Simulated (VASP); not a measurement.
# MoN2 (Cmmm) in VASP: notebook

MoN2 is run at these levels: PBE; tasks: single point.

Program: VASP 6.6.1. These are calculated values, not measurements. Logs are shortened: lines on timing, memory, paths and dates and some standing lists are left out, and cuts for length are marked.

## (1) The cell of the first run

The structure is orthorhombic, space group Cmmm (No. 65). Conventional cell: a = 6.067 Å, b = 6.189 Å, c = 2.752 Å, α = 90.00°, β = 90.00°, γ = 90.00°. Mo (site symmetry 2/m) has 8 N at 2.22 to 2.23 Å and 2 Mo at 2.75 Å within 2.9 Å. N (site symmetry 2mm) has 1 N at 1.36 Å within 1.8 Å. Within 1.9 Å of N (site symmetry m2m) lie 1 N at 1.39 Å.

## (2) Single point, PBE (strain -0.0200 x Voigt [0, 0, 0, 0, 0, 1])

Input file INCAR:

```
ALGO = Fast
EDIFF = 1E-6
ENCUT = 520
GGA = PE
ISIF = 2
ISMEAR = 0
LASPH = T
LCHARG = F
LREAL = F
LWAVE = F
NBANDS = 33
NELM = 100
PREC = Accurate
SIGMA = 0.15
```

Input file KPOINTS:

```
k-points
0
Gamma
  12 12 18
```

Input file POSCAR:

```
MoN2
1.0
    4.3330619473     -0.0433306195      0.0000000000
   -0.0433306195      4.3330619473      0.0000000000
    0.0000000000      0.0000000000      2.7518917152
Mo N
2 4
Direct
    0.5000000000      0.5000000000      0.0000000000
    0.0000000000      0.0000000000      0.0000000000
    0.8879039728      0.3879039728      0.5000000000
    0.1120960272      0.6120960272      0.5000000000
    0.3879039728      0.1120960272      0.5000000000
    0.6120960272      0.8879039728      0.5000000000
```

Potentials or basis: VASP PAW PBE potentials, release 64 (Mo_sv, N).

Started as:

```sh
$ cat potpaw_PBE.64/Mo_sv/POTCAR potpaw_PBE.64/N/POTCAR > POTCAR
$ mpirun -np 1 vasp_std > vasp.out
```

OUTCAR:

```text
EDIFF = 1E-6
   ENCUT = 520
   GGA = PE
   ISIF = 2
   ISMEAR = 0
   LASPH = T
   LREAL = F
   NELM = 100
   PREC = Accurate

 ion  position               nearest neighbor table
   1  0.500  0.500  0.000-   5 2.22   6 2.22   5 2.22   6 2.22   3 2.23   4 2.23   3 2.23   4 2.23
                             2 3.03   2 3.03   2 3.09   2 3.09
   2  0.000  0.000  0.000-   5 2.22   6 2.22   5 2.22   6 2.22   3 2.23   4 2.23   3 2.23   4 2.23
                             1 3.03   1 3.03   1 3.09   1 3.09
   3  0.888  0.388  0.500-   4 1.36   2 2.23   1 2.23   1 2.23   2 2.23
   4  0.112  0.612  0.500-   3 1.36   2 2.23   1 2.23   1 2.23   2 2.23
   5  0.388  0.112  0.500-   6 1.39   2 2.22   1 2.22   1 2.22   2 2.22
   6  0.612  0.888  0.500-   5 1.39   2 2.22   1 2.22   1 2.22   2 2.22

  LATTYP: Found a base centered orthorhombic cell.
 ALAT       =     6.0665962227
 B/A-ratio  =     1.0202020202
 C/A-ratio  =     0.4536137917

  Lattice vectors:

 A1 = (   4.3330619473,  -0.0433306195,   0.0000000000)
 A2 = (  -0.0433306195,   4.3330619473,   0.0000000000)
 A3 = (   0.0000000000,   0.0000000000,   2.7518917152)

Analysis of symmetry for initial positions (statically):
=====================================================================
 Subroutine PRICEL returns:
 Original cell was already a primitive cell.

 Routine SETGRP: Setting up the symmetry group for a
 base centered orthorhombic supercell.

 Subroutine GETGRP returns: Found  8 space group operations
 (whereof  4 operations were pure point group operations)
 out of a pool of  8 trial point group operations.

The static configuration has the point symmetry C_2h.
 The point group associated with its full space group is D_2h.

Analysis of symmetry for dynamics (positions and initial velocities):
=====================================================================
 Subroutine PRICEL returns:
 Original cell was already a primitive cell.

 Routine SETGRP: Setting up the symmetry group for a
 base centered orthorhombic supercell.

 Subroutine GETGRP returns: Found  8 space group operations
 (whereof  4 operations were pure point group operations)
 out of a pool of  8 trial point group operations.

The dynamic configuration has the point symmetry C_2h.
 The point group associated with its full space group is D_2h.

 Subroutine INISYM returns: Found  8 space group operations
 (whereof  4 operations are pure point group operations),
 and found     1 'primitive' translations

----------------------------------------------------------------------------------------

                                     Primitive cell

  volume of cell :      51.6628

  direct lattice vectors                    reciprocal lattice vectors
     4.333061947 -0.043330620  0.000000000     0.230806765  0.002308068  0.000000000
    -0.043330620  4.333061947  0.000000000     0.002308068  0.230806765  0.000000000
     0.000000000  0.000000000  2.751891715     0.000000000  0.000000000  0.363386391

  length of vectors
     4.333278595  4.333278595  2.751891715     0.230818305  0.230818305  0.363386391

  position of ions in fractional coordinates (direct lattice)
     0.500000000  0.500000000  0.000000000
     0.000000000  0.000000000  0.000000000
     0.887903973  0.387903973  0.500000000
     0.112096027  0.612096027  0.500000000
     0.387903973  0.112096027  0.500000000
     0.612096027  0.887903973  0.500000000

  ion indices of the primitive-cell ions
   primitive index   ion index
                 1           1
                 2           2
                 3           3
                 4           4
                 5           5
                 6           6

----------------------------------------------------------------------------------------

 KPOINTS: k-points

Automatic generation of k-mesh.
 Grid dimensions read from file:
 generate k-points for:   12   12   18

 Generating k-lattice:

  Cartesian coordinates                     Fractional coordinates (reciprocal lattice)
     0.019233897  0.000192339  0.000000000     0.083333333  0.000000000  0.000000000
     0.000192339  0.019233897  0.000000000     0.000000000  0.083333333  0.000000000
     0.000000000  0.000000000  0.020188133     0.000000000  0.000000000  0.055555556

  Length of vectors
     0.019234859  0.019234859  0.020188133

  Shift w.r.t. Gamma in fractional coordinates (k-lattice)
     0.000000000  0.000000000  0.000000000

 Subroutine IBZKPT returns following result:
 ===========================================

 Found    430 irreducible k-points:

 Following reciprocal coordinates:
            Coordinates               Weight
  0.000000  0.000000  0.000000      1.000000
  0.083333 -0.000000  0.000000      4.000000
  0.166667 -0.000000  0.000000      4.000000
  0.250000  0.000000  0.000000      4.000000
  0.333333  0.000000  0.000000      4.000000
  0.416667  0.000000  0.000000      4.000000
[... 16 lines left out ...]
  0.500000  0.166667  0.000000      4.000000
 -0.416667  0.166667  0.000000      4.000000
 [... further k-points ...]
   k-points           NKPTS =    430   k-points in BZ     NKDIM =    430   number of bands    NBANDS=     33
   number of dos      NEDOS =    301   number of ions     NIONS =      6
   total plane-waves  NPLWV =  20480
   dimension x,y,z NGX =    32 NGY =   32 NGZ =   20
   dimension x,y,z NGXF=    64 NGYF=   64 NGZF=   40
   ions per type =               2   4
   NGX,Y,Z   is equivalent  to a cutoff of  12.28, 12.28, 12.08 a.u.
   NGXF,Y,Z  is equivalent  to a cutoff of  24.55, 24.55, 24.16 a.u.
 SYSTEM =  unknown system
   PREC   = accura    normal or accurate (medium, high low for compatibility)
   ISTART =      0    job   : 0-new  1-cont  2-samecut
   ICHARG =      2    charge: 1-file 2-atom 10-const
   ISPIN  =      1    spin polarized calculation?
   LNONCOLLINEAR =      F non collinear calculations
   LSORBIT =      F    spin-orbit coupling
   LASPH  =      T    aspherical Exc in radial PAW
   ENCUT  =  520.0 eV  38.22 Ry    6.18 a.u.   8.06  8.06  5.12*2*pi/ulx,y,z
   NELM   =    100;   NELMIN=  2; NELMDL= -5     # of ELM steps
   EDIFF  = 0.1E-05   stopping-criterion for ELM
   LREAL  =      F    real-space projection
   EDIFFG = 0.1E-04   stopping-criterion for IOM
   NSW    =      0    number of steps for IOM
   IBRION =     -1    ionic relax: 0-MD 1-quasi-New 2-CG
   NFREE  =      0    steps in history (QN), initial steepest desc. (CG)
   ISIF   =      2    stress and relaxation
   ISYM   =      2    0-nonsym 1-usesym 2-fastsym
   POTIM  = 0.5000    time-step for ionic-motion
   TEBEG  =    0.0;   TEEND  =   0.0 temperature during run
   PSTRESS=    0.0 pullay stress
   NELECT =      48.0000    total number of electrons
   NUPDOWN=      -1.0000    fix difference up-down
   EMIN   =  10.00;   EMAX   =-10.00  energy-range for DOS
   EFERMI =   0.00;   METHOD = LEGACY
   ISMEAR =     0;   SIGMA  =   0.15  broadening in eV -4-tet -1-fermi 0-gaus
   EFERMI_NEDOS =   21; number of points for ismear=-14 and -15
   IALGO  =     68    algorithm
   IMIX   =      4    mixing-type and parameters
     AMIX     =   0.40;   BMIX     =  1.00
     AMIX_MAG =   1.60;   BMIX_MAG =  1.00
  volume/ion in A,a.u.               =       8.61        58.11
  Fermi-wavevector in a.u.,A,eV,Ry     =   1.597458  3.018757 34.720310  2.551871
  Thomas-Fermi vector in A             =   2.695061
   LORBIT       =      0    0 simple, 1 ext, 2 COOP (PROOUT), +10 PAW based schemes
   GGA     = PE    functional components
   LHFCALC =     F    Hartree Fock is set to
   AEXX    =    0.0000 exact exchange contribution
   IVDW    =     0    specifies the selected vdW correction
   LEPSILON=     F    determine dielectric tensor
   LRPA    =     F    only Hartree local field effects (RPA)
 non-spin polarized calculation
 RMM-DIIS sequential band-by-band and
 Gauss-broadening in eV      SIGMA  =   0.15
  energy-cutoff  :      520.00
  volume of cell :       51.66
 maximum number of plane-waves:      1428
   NGX = 17   NGY = 17   NGZ = 11

 number of electron      48.0000000 magnetization

 Free energy of the ion-electron system (eV)
  ---------------------------------------------------
  ext. energy  EPLUGINS =         0.00000000
  ---------------------------------------------------
  free energy    TOTEN  =       -54.71191577 eV

  energy without entropy =      -54.69129928  energy(sigma->0) =      -54.70160753

 E-fermi :  12.2678     XC(G=0): -13.7349

 val. band max:       12.2675466521   @ k =   0.3333   0.1667   0.3333
 cond. band min:      12.2683329623   @ k =   0.2500   0.1667   0.0000
 fundamental gap:      0.0007863102
 Fermi energy:        12.2677854936

 k-point     1 :       0.0000    0.0000    0.0000
  band No.  band energies     occupation
      1     -49.7938      2.00000
      2     -49.7315      2.00000
      3     -24.0133      2.00000
      4     -23.9658      2.00000
      5     -23.6594      2.00000
      6     -23.6277      2.00000
[... 25 lines left out ...]
     32      18.1638      0.00000
     33      19.9620      0.00000

 k-point     2 :       0.0833   -0.0000    0.0000
  band No.  band energies     occupation
      1     -49.7928      2.00000
      2     -49.7326      2.00000
      3     -24.0076      2.00000
      4     -23.9613      2.00000
      5     -23.6655      2.00000
      6     -23.6352      2.00000
[... 25 lines left out ...]
     32      18.0745      0.00000
     33      20.2533      0.00000
[... 754 lines left out ...]
     32      16.0312      0.00000
     33      20.0180      0.00000

 k-point    24 :      -0.4167    0.1667    0.0000
  band No.  band energies     occupation
      1     -49.7712      2.00000
      2     -49.7536      2.00000
      3     -23.9947      2.00000
      4     -23.8961      2.00000
      5     -23.7565      2.00000
      6     -23.6711      2.00000
[... 25 lines left out ...]
     32      16.4543      0.00000
     33      19.3998      0.00000

 [... further k-points ...]

------------------------ aborting loop because EDIFF is reached ----------------------------------------

  FORCE on cell =-STRESS in cart. coord.  units (eV):
  Direction    XX          YY          ZZ          XY          YZ          ZX
  --------------------------------------------------------------------------------------
  -------------------------------------------------------------------------------------
  Total        0.3217563      0.3217563      0.1180815      1.8098288      0.0000000      0.0000000
  in kB        9.9783778      9.9783778      3.6619705     56.1268106      0.0000000      0.0000000
  external PRESSURE =       7.8729087 kB  Pullay stress =       0.0000000 kB

 VOLUME and BASIS-vectors are now :
 -----------------------------------------------------------------------------
  energy-cutoff  :      520.00
  volume of cell :       51.66
      direct lattice vectors                 reciprocal lattice vectors
     4.333061947 -0.043330620  0.000000000     0.230806765  0.002308068  0.000000000
    -0.043330620  4.333061947  0.000000000     0.002308068  0.230806765  0.000000000
     0.000000000  0.000000000  2.751891715     0.000000000  0.000000000  0.363386391

 POSITION                                       TOTAL-FORCE (eV/Angst)
 -----------------------------------------------------------------------------------
      2.14487      2.14487      0.00000        -0.000000      0.000000      0.000000
      0.00000      0.00000      0.00000        -0.000000      0.000000      0.000000
      3.83053      1.64234      1.37595        -0.200452     -0.200452      0.000000
      0.45920      2.64739      1.37595         0.200452      0.200452      0.000000
      1.67595      0.46891      1.37595         0.069774     -0.069774      0.000000
      2.61378      3.82082      1.37595        -0.069774      0.069774     -0.000000
 -----------------------------------------------------------------------------------
    total drift:                                0.000000     -0.000000     -0.000000

  FREE ENERGIE OF THE ION-ELECTRON SYSTEM (eV)
  ---------------------------------------------------
  free  energy   TOTEN  =       -54.7119157701 eV

  energy  without entropy=      -54.6912992843  energy(sigma->0) =      -54.70160753
```

Run time: 6.7 min. Hardware: 1 thread of Oxide Virtual Turin-like, shared host; peak memory 0.57 GiB.

Results:

```yaml
Free_energy: -54.7119 eV
Pressure: 0.8 GPa
Largest_force: 0.283 eV/Å
Band_gap_on_the_k_mesh: zero (bands 24 and 25 overlap by 2.25 eV)
```

Forces in eV/Å, atoms in the order of the input:
```
Mo   0.000  0.000  0.000
Mo   0.000  0.000  0.000
N   -0.200 -0.200  0.000
N    0.200  0.200  0.000
N    0.070 -0.070  0.000
N   -0.070  0.070  0.000
```

Levels at points of the mesh, in eV from the Fermi level:
```tsv
k point	band 20	band 21	band 22	band 23	band 24	band 25	band 26	band 27	band 28	band 29
(0.00, 0.00, 0.00)	-3.90	-3.15	-2.91	-2.31	-1.80	0.56	0.67	0.96	1.76	2.19
(0.50, 0.00, 0.00)	-4.26	-2.11	-1.92	-1.24	-1.14	-0.52	-0.32	2.14	2.25	3.28
(0.50, 0.50, 0.00)	-3.73	-0.99	-0.73	0.29	0.42	0.60	0.72	0.98	1.05	2.77
(0.00, 0.00, 0.50)	-2.73	-2.09	-2.00	0.73	1.05	2.09	2.22	2.31	2.45	2.92
(0.50, 0.00, 0.50)	-4.22	-2.57	-2.50	-1.07	-1.06	2.46	2.53	2.97	3.11	3.47
(0.50, 0.50, 0.50)	-5.31	-5.20	-5.07	-1.49	-1.22	2.30	2.56	3.20	3.53	4.11
```

Caveat: the cell differs from its parent crystal (strain -0.0200 x Voigt [0, 0, 0, 0, 0, 1]).

## (3) Single point, PBE (strain +0.0150 x Voigt [0, 0, 0, 0, 0, 1])

Input file INCAR:

```
PREC = Accurate
ENCUT = 520
EDIFF = 1E-6
ISMEAR = 0
SIGMA = 0.15
LREAL = False
LASPH = True
NELM = 100
ALGO = Fast
ISIF = 2
LWAVE = False
LCHARG = False
GGA = PE
NBANDS = 33
```

Input file KPOINTS:

```
regular mesh
0
Gamma
  12 12 18
```

POSCAR, as its differences from that of step 2:

```diff
@@ -2,4 +2,4 @@
 1.0
-    4.3330619473     -0.0433306195      0.0000000000
-   -0.0433306195      4.3330619473      0.0000000000
+    4.3330619473      0.0324979646      0.0000000000
+    0.0324979646      4.3330619473      0.0000000000
     0.0000000000      0.0000000000      2.7518917152
```

Potentials or basis: VASP PAW PBE potentials, release 64 (Mo_sv, N).

Started as:

```sh
$ cat potpaw_PBE.64/Mo_sv/POTCAR potpaw_PBE.64/N/POTCAR > POTCAR
$ mpirun -np 1 vasp_std > vasp.out
```

Wall time 8.1 min (1 thread of Oxide Virtual Turin-like, shared host); peak memory 0.57 GiB.

The run converged. Its results:

```yaml
Free_energy: -54.7198 eV
Pressure: 0.7 GPa
Largest_force: 0.229 eV/Å
Band_gap_on_the_k_mesh: zero (bands 24 and 25 overlap by 2.23 eV)
```

Forces on the atoms (eV/Å):
```
Mo   0.000  0.000  0.000
Mo   0.000  0.000  0.000
N    0.041  0.041  0.000
N   -0.041 -0.041  0.000
N   -0.162  0.162  0.000
N    0.162 -0.162  0.000
```

Stress tensor (GPa, compression positive):
```
 0.87 -4.21  0.00
-4.21  0.87  0.00
 0.00  0.00  0.42
```

Levels at points of the mesh, in eV from the Fermi level:
| k point | band 21 | band 22 | band 23 | band 24 | band 25 | band 26 | band 27 | band 28 |
| --- | --- | --- | --- | --- | --- | --- | --- | --- |
| (0.00, 0.00, 0.00) | -3.12 | -2.94 | -2.32 | -1.80 | 0.57 | 0.66 | 0.98 | 1.74 |
| (0.50, 0.00, 0.00) | -2.09 | -1.94 | -1.23 | -1.15 | -0.49 | -0.35 | 2.16 | 2.24 |
| (0.50, 0.50, 0.00) | -0.95 | -0.76 | 0.34 | 0.44 | 0.57 | 0.67 | 0.99 | 1.04 |
| (0.00, 0.00, 0.50) | -2.08 | -2.02 | 0.73 | 1.05 | 2.09 | 2.22 | 2.33 | 2.44 |
| (0.50, 0.00, 0.50) | -2.56 | -2.51 | -1.07 | -1.06 | 2.47 | 2.52 | 2.98 | 3.09 |
| (0.50, 0.50, 0.50) | -5.23 | -5.11 | -1.46 | -1.26 | 2.33 | 2.53 | 3.24 | 3.49 |

Caveat: the cell differs from its parent crystal (strain +0.0150 x Voigt [0, 0, 0, 0, 0, 1]).
